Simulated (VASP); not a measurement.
# H22CO12 in VASP: further runs

H22CO12 is run at these levels: PBE+D3(BJ); tasks: single point.

All numbers are computed with VASP 6.6.1; they aren't measurements. Logs are shortened: lines on timing, memory, paths and dates and some standing lists are left out, and cuts for length are marked.

## Step 1: The cell of the first run

The cell holds an amorphous packing of atoms, 35 atoms: a = 7.133 Å, b = 7.133 Å, c = 7.133 Å, α = 90.00°, β = 90.00°, γ = 90.00°.

## Step 2: Single point, PBE+D3(BJ)

The input, INCAR:

```
SYSTEM = H22CO12
PREC     = Accurate       ! precision mode
ENCUT    = 520            ! plane-wave cutoff, eV
EDIFF    = 1E-6           ! SCF threshold, eV
ISMEAR   = -1             ! smearing method
SIGMA    = 0.05           ! smearing width, eV
LREAL    = Auto         
LASPH    = .TRUE.         ! aspherical terms in the spheres
NELM     = 60             ! most SCF steps
ALGO     = Normal         ! electronic algorithm
ISIF     = 2              ! what is computed and relaxed
LWAVE    = .FALSE.        ! write WAVECAR
LCHARG   = .FALSE.        ! write CHGCAR
GGA      = PE             ! functional
IVDW     = 12             ! dispersion correction
NBANDS   = 72             ! bands
```

The input, KPOINTS:

```
Automatic mesh
0
G
  1 1 1
  0 0 0
```

The input, POSCAR:

```
H22CO12
1.0
    7.1334920000      0.0000000000      0.0000000000
    0.0000000000      7.1334920000      0.0000000000
    0.0000000000      0.0000000000      7.1334920000
O H C
12 22 1
Direct
    0.5302872702      0.7176989895      0.1970002910
    0.9400304928      0.8852046095      0.6311775495
    0.9673943701      0.3254927601      0.8885550022
    0.1386137392      0.4656765578      0.5413477719
    0.6214487939      0.3666507231      0.1157357434
    0.7729594426      0.5850290433      0.4662232747
    0.4605878860      0.7145448540      0.8146080489
    0.0842504625      0.9844967934      0.9830949555
    0.2051029145     -0.0985492098      0.3174462101
    0.8397710406      0.1193524854      0.3106332775
    0.5425112974      0.0290601013      0.5354600524
    0.5708564613      0.2755592913      0.7266987893
    0.4075984104      0.7425816136      0.2612605439
    0.5121194501      0.7443759662      0.0610640623
    1.0257949403      0.9334698910      0.5440393008
    0.8791346510      0.7770247727      0.5760292435
    0.8944987953      0.3873418516      0.9928797845
    0.8607705735      0.2812647719      0.8045989257
    0.2222053379      0.5759871883      0.5500531857
    0.0911054502      0.4342894055      0.6668683444
    0.5822113489      0.4876573773      0.1707859208
    0.5494083403      0.3645479661      0.0009532498
    0.7339182549      0.6450277087      0.3483146823
    0.8896344175      0.5215117645      0.4439060141
    0.4851480874      0.8262573225      0.7455815469
    0.5419085071      0.6148181003      0.7753986407
    0.0671059840      1.1183022284      0.9564319971
    0.0282470353      0.9250308264      0.8686629213
    0.3048156499     -0.0212378454      0.3553659274
    0.1763091625     -0.0625640289      0.1835987200
    0.7422872276      0.1909864061      0.2465132084
    0.9130310933      0.0560034272      0.2142008430
    0.6833819958      0.0569426587      0.4928862330
    0.3345486334      0.1196468714      0.7062459732
    0.4778304931      0.1545105819      0.6536349939
```

Potentials or basis: VASP PAW PBE potentials, release 64 (O, H, C).

Started as:

```bash
> cat potpaw_PBE.64/O/POTCAR potpaw_PBE.64/H/POTCAR potpaw_PBE.64/C/POTCAR > POTCAR
> mpirun -np 1 vasp_gam > vasp.out
```

OUTCAR:

```text
SYSTEM = H22CO12
   PREC = Accurate
   ENCUT = 520
   EDIFF = 1E-6
   ISMEAR = -1
   LREAL = Auto
   LASPH = .TRUE.
   NELM = 60
   ISIF = 2
   GGA = PE
   IVDW = 12
 IVDW          = 12

 ion  position               nearest neighbor table
   1  0.530  0.718  0.197-  14 1.00  13 1.00
   2  0.940  0.885  0.631-  15 0.94  16 0.97
   3  0.967  0.325  0.889-  17 1.01  18 1.02
   4  0.139  0.466  0.541-  20 0.98  19 0.99
   5  0.621  0.367  0.116-  22 0.97  21 0.99
   6  0.773  0.585  0.466-  24 0.96  23 0.98
   7  0.461  0.715  0.815-  25 0.95  26 0.96
   8  0.084  0.984  0.983-  27 0.98  28 1.00
   9  0.205  0.901  0.317-  29 0.94  30 1.01
  10  0.840  0.119  0.311-  32 0.97  31 0.98
  11  0.543  0.029  0.535-  33 1.07  35 1.31
  12  0.571  0.276  0.727-  35 1.21
  13  0.408  0.743  0.261-   1 1.00
  14  0.512  0.744  0.061-   1 1.00
  15  0.026  0.933  0.544-   2 0.94
  16  0.879  0.777  0.576-   2 0.97
  17  0.894  0.387  0.993-   3 1.01
[... 15 lines left out ...]
  33  0.683  0.057  0.493-  11 1.07
  34  0.335  0.120  0.706-  35 1.12
  35  0.478  0.155  0.654-  34 1.12  12 1.21  11 1.31

  LATTYP: Found a simple cubic cell.
 ALAT       =     7.1334920000

  Lattice vectors:

 A1 = (   7.1334920000,   0.0000000000,   0.0000000000)
 A2 = (   0.0000000000,   7.1334920000,   0.0000000000)
 A3 = (   0.0000000000,   0.0000000000,   7.1334920000)

Analysis of symmetry for initial positions (statically):
=====================================================================
 Subroutine PRICEL returns:
 Original cell was already a primitive cell.

 Routine SETGRP: Setting up the symmetry group for a
 simple cubic supercell.

 Subroutine GETGRP returns: Found  1 space group operations
 (whereof  1 operations were pure point group operations)
 out of a pool of 48 trial point group operations.

The static configuration has the point symmetry C_1 .

Analysis of symmetry for dynamics (positions and initial velocities):
=====================================================================
 Subroutine PRICEL returns:
 Original cell was already a primitive cell.

 Routine SETGRP: Setting up the symmetry group for a
 simple cubic supercell.

 Subroutine GETGRP returns: Found  1 space group operations
 (whereof  1 operations were pure point group operations)
 out of a pool of 48 trial point group operations.

The dynamic configuration has the point symmetry C_1 .

 Subroutine INISYM returns: Found  1 space group operations
 (whereof  1 operations are pure point group operations),
 and found     1 'primitive' translations

----------------------------------------------------------------------------------------

                                     Primitive cell

  volume of cell :     362.9999

  direct lattice vectors                    reciprocal lattice vectors
     7.133492000  0.000000000  0.000000000     0.140183798  0.000000000  0.000000000
     0.000000000  7.133492000  0.000000000     0.000000000  0.140183798  0.000000000
     0.000000000  0.000000000  7.133492000     0.000000000  0.000000000  0.140183798

  length of vectors
     7.133492000  7.133492000  7.133492000     0.140183798  0.140183798  0.140183798

  position of ions in fractional coordinates (direct lattice)
     0.530287270  0.717698990  0.197000291
     0.940030493  0.885204610  0.631177550
     0.967394370  0.325492760  0.888555002
     0.138613739  0.465676558  0.541347772
     0.621448794  0.366650723  0.115735743
     0.772959443  0.585029043  0.466223275
[... 27 lines left out ...]
     0.334548633  0.119646871  0.706245973
     0.477830493  0.154510582  0.653634994

  ion indices of the primitive-cell ions
   primitive index   ion index
                 1           1
                 2           2
                 3           3
                 4           4
                 5           5
                 6           6
[... 27 lines left out ...]
                34          34
                35          35

----------------------------------------------------------------------------------------

 KPOINTS: Automatic mesh

Automatic generation of k-mesh.
 Grid dimensions read from file:
 generate k-points for:    1    1    1

 Generating k-lattice:

  Cartesian coordinates                     Fractional coordinates (reciprocal lattice)
     0.140183798  0.000000000  0.000000000     1.000000000  0.000000000  0.000000000
     0.000000000  0.140183798  0.000000000     0.000000000  1.000000000  0.000000000
     0.000000000  0.000000000  0.140183798     0.000000000  0.000000000  1.000000000

  Length of vectors
     0.140183798  0.140183798  0.140183798

  Shift w.r.t. Gamma in fractional coordinates (k-lattice)
     0.000000000  0.000000000  0.000000000

 Subroutine IBZKPT returns following result:
 ===========================================

 Found      1 irreducible k-points:

 Following reciprocal coordinates:
            Coordinates               Weight
  0.000000  0.000000  0.000000      1.000000
   k-points           NKPTS =      1   k-points in BZ     NKDIM =      1   number of bands    NBANDS=     72
   number of dos      NEDOS =    301   number of ions     NIONS =     35
   total plane-waves  NPLWV = 157464
   dimension x,y,z NGX =    54 NGY =   54 NGZ =   54
   dimension x,y,z NGXF=   108 NGYF=  108 NGZF=  108
   ions per type =              12  22   1
   NGX,Y,Z   is equivalent  to a cutoff of  12.58, 12.58, 12.58 a.u.
   NGXF,Y,Z  is equivalent  to a cutoff of  25.17, 25.17, 25.17 a.u.
 SYSTEM =  H22CO12
   PREC   = accura    normal or accurate (medium, high low for compatibility)
   ISTART =      0    job   : 0-new  1-cont  2-samecut
   ICHARG =      2    charge: 1-file 2-atom 10-const
   ISPIN  =      1    spin polarized calculation?
   LNONCOLLINEAR =      F non collinear calculations
   LSORBIT =      F    spin-orbit coupling
   LASPH  =      T    aspherical Exc in radial PAW
   ENCUT  =  520.0 eV  38.22 Ry    6.18 a.u.  13.26 13.26 13.26*2*pi/ulx,y,z
   NELM   =     60;   NELMIN=  2; NELMDL= -5     # of ELM steps
   EDIFF  = 0.1E-05   stopping-criterion for ELM
   LREAL  =      T    real-space projection
   EDIFFG = 0.1E-04   stopping-criterion for IOM
   NSW    =      0    number of steps for IOM
   IBRION =     -1    ionic relax: 0-MD 1-quasi-New 2-CG
   NFREE  =      0    steps in history (QN), initial steepest desc. (CG)
   ISIF   =      2    stress and relaxation
   ISYM   =      2    0-nonsym 1-usesym 2-fastsym
   POTIM  = 0.5000    time-step for ionic-motion
   TEBEG  =    0.0;   TEEND  =   0.0 temperature during run
   PSTRESS=    0.0 pullay stress
   NELECT =      98.0000    total number of electrons
   NUPDOWN=      -1.0000    fix difference up-down
   EMIN   =  10.00;   EMAX   =-10.00  energy-range for DOS
   EFERMI =   0.00;   METHOD = LEGACY
   ISMEAR =    -1;   SIGMA  =   0.05  broadening in eV -4-tet -1-fermi 0-gaus
   EFERMI_NEDOS =   21; number of points for ismear=-14 and -15
   IALGO  =     38    algorithm
   IMIX   =      4    mixing-type and parameters
     AMIX     =   0.40;   BMIX     =  1.00
     AMIX_MAG =   1.60;   BMIX_MAG =  1.00
  volume/ion in A,a.u.               =      10.37        69.99
  Fermi-wavevector in a.u.,A,eV,Ry     =   1.058071  1.999464 15.231907  1.119514
  Thomas-Fermi vector in A             =   2.193367
   LORBIT       =      0    0 simple, 1 ext, 2 COOP (PROOUT), +10 PAW based schemes
   GGA     = PE    functional components
   LHFCALC =     F    Hartree Fock is set to
   AEXX    =    0.0000 exact exchange contribution
   IVDW    =    12    specifies the selected vdW correction
   LEPSILON=     F    determine dielectric tensor
   LRPA    =     F    only Hartree local field effects (RPA)
 non-spin polarized calculation
  energy-cutoff  :      520.00
  volume of cell :      363.00
 maximum number of plane-waves:      4886
 NGX is ok and might be reduce to    54
   NGX = 27   NGY = 27   NGZ = 27

 number of electron      98.0000004 magnetization

 Free energy of the ion-electron system (eV)
  ---------------------------------------------------
  ext. energy  EPLUGINS =         0.00000000
  ---------------------------------------------------
  free energy    TOTEN  =      -175.91138924 eV

  energy without entropy =     -175.91138924  energy(sigma->0) =     -175.91138924

 E-fermi :  -2.1625     XC(G=0):  -6.8132

 val. band max:       -3.4601837943   @ k =   0.0000   0.0000   0.0000
 cond. band min:       1.3583266137   @ k =   0.0000   0.0000   0.0000
 fundamental gap:      4.8185104080
 Fermi energy:        -2.1625114010

 k-point     1 :       0.0000    0.0000    0.0000
  band No.  band energies     occupation
      1     -25.1402      2.00000
      2     -22.9034      2.00000
      3     -22.6123      2.00000
      4     -22.4265      2.00000
      5     -22.1786      2.00000
      6     -22.1117      2.00000
[... 53 lines left out ...]
     60       5.9889      0.00000
     61       6.3373      0.00000
 [bands above 61 left out]

------------------------ aborting loop because EDIFF is reached ----------------------------------------

 Edisp (eV)   -1.24225

 E8    (eV) :    -0.2604

  FORCE on cell =-STRESS in cart. coord.  units (eV):
  Direction    XX          YY          ZZ          XY          YZ          ZX
  --------------------------------------------------------------------------------------
  -------------------------------------------------------------------------------------
  Total      -1.24200     5.80376     0.09928     0.06911     0.92542     1.37093
  in kB      -5.48182    25.61615     0.43819     0.30504     4.08455     6.05088
  external pressure =        6.86 kB  Pullay stress =        0.00 kB

 VOLUME and BASIS-vectors are now :
 -----------------------------------------------------------------------------
  energy-cutoff  :      520.00
  volume of cell :      363.00
      direct lattice vectors                 reciprocal lattice vectors
     7.133492000  0.000000000  0.000000000     0.140183798  0.000000000  0.000000000
     0.000000000  7.133492000  0.000000000     0.000000000  0.140183798  0.000000000
     0.000000000  0.000000000  7.133492000     0.000000000  0.000000000  0.140183798

 POSITION                                       TOTAL-FORCE (eV/Angst)
 -----------------------------------------------------------------------------------
      3.78280      5.11970      1.40530        -0.382870      0.056012      0.135171
      6.70570      6.31460      4.50250        -0.863903      0.459722      2.564588
      6.90090      2.32190      6.33850        -1.717614      0.266692     -0.347393
      0.98880      3.32190      3.86170         0.390857      0.153361     -0.307247
      4.43310      2.61550      0.82560         0.256772     -0.064173      0.087131
      5.51390      4.17330      3.32580        -0.892308      0.739742      0.099859
[... 27 lines left out ...]
      2.38650      0.85350      5.03800        -0.009750      0.186863     -0.519778
      3.40860      1.10220      4.66270        -0.656427     -0.964576      0.943639
 -----------------------------------------------------------------------------------
    total drift:                               -0.001116      0.016800      0.009332

  FREE ENERGIE OF THE ION-ELECTRON SYSTEM (eV)
  ---------------------------------------------------
  free  energy   TOTEN  =      -177.1536376265 eV

  energy  without entropy=     -177.1536376265  energy(sigma->0) =     -177.15363763
```

It used 100 s of CPU time on 1 thread of AMD EPYC 7R13 Processor (Zen 3), with other jobs on the host.

Results:

```yaml
Free_energy: -177.1536 eV
Pressure: 0.7 GPa
Largest_force: 2.745 eV/Å
Band_gap_on_the_k_mesh: 4.82 eV
Dispersion_energy_per_atom: -0.035 eV
```

Forces in eV/Å, atoms in the order of the input:
```
O   -0.383  0.056  0.135
O   -0.864  0.460  2.565
O   -1.718  0.267 -0.347
O    0.391  0.153 -0.307
O    0.257 -0.064  0.087
O   -0.892  0.740  0.100
O   -0.935 -0.377  1.307
O   -0.079 -0.424 -0.433
O   -1.043 -1.150 -0.611
O   -0.236  0.003  0.726
O    1.248 -0.151 -1.099
O    0.859  1.537  0.606
H    0.511  0.092 -0.602
H   -0.228 -0.080  0.278
H    1.204  0.506 -1.694
H   -0.358 -0.939 -0.519
H    0.472 -0.547 -0.775
H    0.949  0.445  0.820
H   -0.660 -0.630  0.354
H    0.317  0.390  0.112
H   -0.067  0.311  0.324
H   -0.118 -0.495 -0.560
H   -0.163 -0.062  0.189
H    1.047 -0.502 -0.085
H    0.554  0.433 -0.846
H    0.567 -0.266 -0.704
H   -0.180  0.525 -0.001
H    0.196 -0.137  0.260
H    1.452  1.212  0.575
H   -0.103 -0.297  0.287
H   -0.088  0.378 -0.526
H   -0.088 -0.215 -0.067
H   -1.154 -0.395  0.028
H   -0.010  0.187 -0.520
C   -0.656 -0.965  0.944
```

Levels at points of the mesh, in eV from the valence-band top:
```csv
k point,band 45,band 46,band 47,band 48,band 49,band 50,band 51,band 52,band 53,band 54
"(0.00, 0.00, 0.00)",-0.50,-0.38,-0.31,-0.12,0.00,4.82,4.92,7.44,7.67,7.88
```

Caveat: the k points lie up to 0.88 Å⁻¹ apart.

## Step 3: Single point, PBE+D3(BJ)

The input, INCAR:

```
SYSTEM = H22CO12
  ALGO = Normal
  EDIFF = 1E-6
  ENCUT = 520
  GGA = PE
  ISIF = 2
  ISMEAR = -1
  IVDW = 12
  LASPH = .TRUE.
  LCHARG = .FALSE.
  LREAL = Auto
  LWAVE = .FALSE.
  NBANDS = 72
  NELM = 80
  PREC = Accurate
  SIGMA = 0.05
```

The input, KPOINTS:

```
k-points
0
G
  1 1 1
  0 0 0
```

The input, POSCAR:

```
H22CO12
1.0
    7.1334920000      0.0000000000      0.0000000000
    0.0000000000      7.1334920000      0.0000000000
    0.0000000000      0.0000000000      7.1334920000
O H C
12 22 1
Direct
    0.5609735036      0.7171662911      0.1996077097
    0.9300073512      0.8668545503      0.6314999722
    0.9357969421      0.3205863271      0.8586397798
    0.1648000727      0.4410883197      0.5326143213
    0.6522331559      0.3630620179      0.1079134875
    0.8068839216      0.5702536710      0.4444527309
    0.4692932998      0.7028254886      0.8039821170
    0.0596762427      0.9702260828      0.9814968602
    0.1849444844     -0.1285345242      0.3184415150
    0.7874824840      0.1415015255      0.3459876313
    0.5164931845      0.0501016893      0.5353899605
    0.5617024593      0.3045913558      0.7286333257
    0.4369248609      0.7492123072      0.2513775862
    0.5469971789      0.7334135932      0.0608397682
    1.0414254337      0.8831158709      0.5582679563
    0.8804944339      0.7416423822      0.5795058016
    0.8549249091      0.3902296379      0.9558852803
    0.8321870971      0.3066100025      0.7635250730
    0.2523448544      0.5210211212      0.6125611412
    0.0765263352      0.3950799973      0.6334345087
    0.5930755933      0.4637139847      0.1755942251
    0.5743890930      0.3223666614      0.0038690728
    0.7293202263      0.6311635311      0.3424830364
    0.9270634915      0.5273013554      0.3992855112
    0.4868583297      0.8027344812      0.7145448540
    0.5192127502      0.5847346573      0.7551561003
    0.0401626581      1.1041296465      0.9528152551
    0.0214341027      0.9048864147      0.8698685020
    0.2473262744     -0.0127847624      0.3315206634
    0.1306372812     -0.1167731036      0.1917714354
    0.7271333591      0.1994815442      0.2286958477
    0.8633079003      0.0331534682      0.3253806130
    0.6551910341      0.0935586666      0.4555412693
    0.3346747988      0.1395810075      0.7253810616
    0.4728960234      0.1669168480      0.6683823294
```

Potentials or basis: VASP PAW PBE potentials, release 64 (O, H, C).

Started as:

```bash
> cat potpaw_PBE.64/O/POTCAR potpaw_PBE.64/H/POTCAR potpaw_PBE.64/C/POTCAR > POTCAR
> mpirun -np 1 vasp_gam > vasp.out
```

It used 130 s of CPU time on 1 thread of AMD EPYC 7R13 Processor (Zen 3), on a shared host.

The run converged. Its results:

| Quantity | Value |
| --- | --- |
| Free energy | -177.2588 eV |
| Pressure | 0.0 GPa |
| Largest force | 1.998 eV/Å |
| Band gap on the k mesh | 4.62 eV |
| Dispersion energy per atom | -0.036 eV |

Forces in eV/Å, atoms in the order of the input:
```
O   -0.416  0.095 -0.628
O   -0.996 -0.862  0.509
O   -1.670  0.998  0.091
O    0.452  0.436  1.896
O    0.675 -1.197 -0.380
O   -1.246  0.589 -0.092
O   -0.306 -0.469  0.782
O    0.584  0.618  1.194
O   -0.295 -1.423  0.124
O   -0.894  0.654  0.375
O    0.579  0.369  0.176
O    0.488 -0.196  0.011
H   -0.092  0.118  0.044
H    0.005 -0.080  0.407
H    0.809  0.069 -0.697
H    0.204  0.837  0.264
H    1.243 -0.826 -0.747
H    0.657 -0.270  0.404
H   -1.100 -0.793 -1.125
H    0.692  0.363 -0.648
H   -0.626  1.018  0.324
H   -0.376  0.164 -0.505
H    0.821 -0.346  0.594
H    0.516 -0.120 -0.278
H    0.314  0.129 -0.549
H    0.193  0.185 -0.225
H   -0.311 -0.123 -0.078
H   -0.527 -0.551 -1.160
H    0.992  1.513  0.424
H   -0.274  0.071 -0.619
H    0.565 -0.019  0.465
H    0.571 -0.805 -0.432
H   -0.117 -0.099 -0.046
H   -0.700 -0.285  0.460
C   -0.412  0.241 -0.336
```

Stress tensor (GPa, compression positive):
```
 0.13  0.02 -0.65
 0.02  0.47  0.18
-0.65  0.18 -0.62
```

Levels at points of the mesh, in eV from the valence-band top:
| k point | band 45 | band 46 | band 47 | band 48 | band 49 | band 50 | band 51 | band 52 | band 53 | band 54 |
| --- | --- | --- | --- | --- | --- | --- | --- | --- | --- | --- |
| (0.00, 0.00, 0.00) | -0.55 | -0.35 | -0.34 | -0.23 | 0.00 | 4.62 | 4.95 | 7.30 | 7.47 | 7.58 |

Caveat: the k points lie up to 0.88 Å⁻¹ apart.

(Continued in part 2 of 3.)
